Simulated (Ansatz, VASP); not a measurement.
## One calculation of NaOs, two programs

```
Na Os
1.0
     2.79605    0.00000    0.00000
    -1.39802    2.42145    0.00000
     0.00000    0.00000   16.02268
Na Os
3 3
Direct
  0.33333 0.66667 0.00342
  0.00000 0.00000 0.49144
  0.33333 0.66667 0.34020
  0.00000 0.00000 0.83435
  0.33333 0.66667 0.65776
  0.00000 0.00000 0.17282
```

Change from the starting cell: species swapped into the CeMg type (P3m1, No. 156).

Alike in both runs: task relaxation of cell and atoms; functional PBE; k mesh 7 × 7 × 1; occupations gaussian, width 0.2 eV; no spin polarisation.

|  | VASP | Ansatz |
| --- | --- | --- |
| version | VASP 6.6.1 | Ansatz 0.2.0 |
| potentials or method | VASP PAW PBE potentials, release 64 (Na_pv, Os), cutoff 600 eV | scalar-relativistic, plane waves, PAW |
| valence electrons in the cell | 45 | 75 |

VASP gave:

| Property | Result |
| --- | --- |
| gap on the k mesh at the Fermi level, each at its own relaxed structure (eV) | none |
| relaxed volume (Å³/atom) | 17.72 |
| relaxed cell length with the largest relative difference (Å) | 15.975 |

Problem. Estimate Ansatz's values.

Solution. gap on the k mesh at the Fermi level, each at its own relaxed structure (eV): none; relaxed volume (Å³/atom): 17.65; relaxed cell length with the largest relative difference (Å): 15.954.

A gap of «none» marks a metal or a gap that the smearing closes. VASP's potentials hold 45 valence electrons a cell and Ansatz's 75, so a difference there can come from the potentials and not from the codes.

The k mesh is coarse, so the values compare programs but aren't converged. Neither program's run includes spin-orbit coupling.
